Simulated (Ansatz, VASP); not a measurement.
# TaN: VASP beside Ansatz

```
CELL_PARAMETERS angstrom
0.00000 2.17900 2.17900
2.17900 0.00000 2.17900
2.17900 2.17900 0.00000
ATOMIC_POSITIONS crystal
Ta 0.50000 0.50000 0.50000
N 0.97992 0.97992 0.02008
```

Change from the starting cell: all N atoms moved +0.087 Å, as atom 2 towards its neighbour atom 1 (Ta) at 2.179 Å.

Alike in both runs: task single point; functional PBE; k mesh 18 × 18 × 18; occupations gaussian, width 0.15 eV; no spin polarisation.

```csv
,VASP,Ansatz
version,VASP 6.6.1,Ansatz 0.2.0
potentials or method,"VASP PAW PBE potentials, release 64 (Ta_pv, N), cutoff 520 eV","scalar-relativistic, plane waves, PAW"
valence electrons in the cell,16,18
```

|  | VASP | Ansatz | Ansatz less VASP |
| --- | --- | --- | --- |
| gap on the k mesh at the Fermi level (eV) | none | none | - |
| pressure (GPa) | 16.9 | 16.0 | -0.97 |
| traceless stress, the component that is largest in VASP (GPa) | 2.83 | 2.78 | -0.044 |
| rms of the force components (eV/Å) | 0.487 | 0.485 | -0.0018 |

Atom by atom the forces differ by 0.002 eV/Å (rms over components). A gap of «none» marks a metal or a gap that the smearing closes. With one functional, cell and mesh, what is left measures potentials, basis and numerics. VASP's potentials hold 16 valence electrons a cell and Ansatz's 18, so a difference there can come from the potentials and not from the codes.

Neither program's run includes spin-orbit coupling.
